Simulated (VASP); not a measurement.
Here is a VASP 6.6.1 calculation.

Contents of INCAR:

```
PREC = Accurate ; ENCUT = 520
EDIFF = 1E-6 ; ISMEAR = 0
SIGMA = 0.05 ; LREAL = False
LASPH = True ; NELM = 100
ALGO = Normal ; ISIF = 2
LWAVE = False ; LCHARG = False
GGA = PE ; NBANDS = 31
ISYM = 0
```

File KPOINTS:

```
regular mesh
0
Gamma
  6 6 8
```

Contents of POSCAR:

```
HfO2
1.0
    0.0000000000     -2.5488057612     -2.5488057612
   -2.5488057612      0.0000000000     -2.5488057612
    2.5488057612      2.5488057612     -5.0976115224
Hf O
2 4
Direct
   -0.0002796709     -0.0002796709      0.0008390225
    0.5002796709      0.5002796709      0.4991609775
    0.1224518190      0.1224518190      0.6326449810
    0.6275481810      0.6275481810      0.1173550190
    0.3775481810      0.3775481810      0.8673550190
    0.8724518190      0.8724518190      0.3826449810
```

Potentials or basis: VASP PAW PBE potentials, release 64 (Hf_pv, O).

Command:

```bash
$ cat potpaw_PBE.64/Hf_pv/POTCAR potpaw_PBE.64/O/POTCAR > POTCAR
$ mpirun -np 1 vasp_std > vasp.out
```

Problem. Estimate the largest force.

Solution. 0.804 eV/Å.

Problem. Estimate the band gap on the k mesh.

Solution. 3.72 eV.

Problem. What does it give for the pressure?

Solution. -3.4 GPa.

Forces in eV/Å, atoms in the order of the input:
```
Hf  -0.464 -0.464  0.464
Hf   0.464  0.464 -0.464
O   -0.377 -0.377  0.377
O    0.352  0.352 -0.352
O    0.377  0.377 -0.377
O   -0.352 -0.352  0.352
```

Caveat: the cell differs from its parent crystal (atoms displaced along a vibrational mode); the cell stands under tension; spin-orbit coupling is left out, which moves the levels of the heavy elements. A k mesh can miss the band edges.
